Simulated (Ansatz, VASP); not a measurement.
One calculation of ZnCl, two programs

INCAR

```
SYSTEM = ZnCl
ALGO = Normal ; DIPOL = 0.5 0.5 0.500
EDIFF = 1E-6 ; ENCUT = 520
GGA = PE ; IDIPOL = 3
ISIF = 2 ; ISMEAR = 0
LASPH = .True. ; LCHARG = .False.
LDIPOL = .True. ; LREAL = .False.
LWAVE = .False. ; NBANDS = 27
NELM = 80 ; PREC = Accurate
SIGMA = 0.1
```

The input KPOINTS:

```
k-points
0
Gamma
  6 6 1
  0 0 0
```

File POSCAR:

```
ZnCl
1.0
    3.8470630500      0.0000000000      0.0000000000
   -1.9235321000      3.3316553000      0.0000000000
    0.0000000000      0.0000000000     18.0000000000
Zn Cl
2 2
Direct
    0.3333333300      0.6666666700      0.4438359600
    0.6666666700      0.3333333300      0.5561640400
    0.6666666700      0.3333333300      0.4016572600
    0.3333333300      0.6666666700      0.5983427400
```

Input for Ansatz:

```yaml
crystal:
  lattice:
    - [3.84706305, 0.0, 0.0]
    - [-1.9235321, 3.3316553, 0.0]
    - [0.0, 0.0, 18.0]
  atoms:
    - { symbol: Zn, position: [0.33333333, 0.66666667, 0.44383596] }
    - { symbol: Zn, position: [0.66666667, 0.33333333, 0.55616404] }
    - { symbol: Cl, position: [0.66666667, 0.33333333, 0.40165726] }
    - { symbol: Cl, position: [0.33333333, 0.66666667, 0.59834274] }
  periodic: [true, true, false]
basis:
  ecutwfc: 420
kpoints:
  mp_grid: { grid: [6, 6, 1] }
hamiltonian:
  xc: pbe
scf:
  occupations: { method: gaussian, width: 0.1 }
  lower_state_search: "off"
output:
  forces: true
  stress: true
  eigenvalues: true
```

Change from the starting cell: species swapped into a sheet of the ZnN type.

Alike in both runs: task single point; functional PBE; k mesh 6 × 6 × 1; occupations gaussian, width 0.1 eV; no spin polarisation.

```csv
,VASP,Ansatz
version,VASP 6.6.1,Ansatz 0.2.0
potentials or method,"VASP PAW PBE potentials, release 64 (Zn, Cl), cutoff 520 eV","scalar-relativistic, plane waves, PAW"
valence electrons in the cell,38,38
```

Ansatz gave:

```
gap on the k mesh at the Fermi level (eV) : none
rms of the force components (eV/Å)        : 1.281
```

**Question.** Which values does VASP return?

**Answer.** gap on the k mesh at the Fermi level (eV): none; rms of the force components (eV/Å): 1.291.

Atom by atom the forces differ by 0.011 eV/Å (rms over components). A gap of «none» marks a metal or a gap that the smearing closes. Ansatz's warnings: slab cell height set, structure snapped to symmetry.
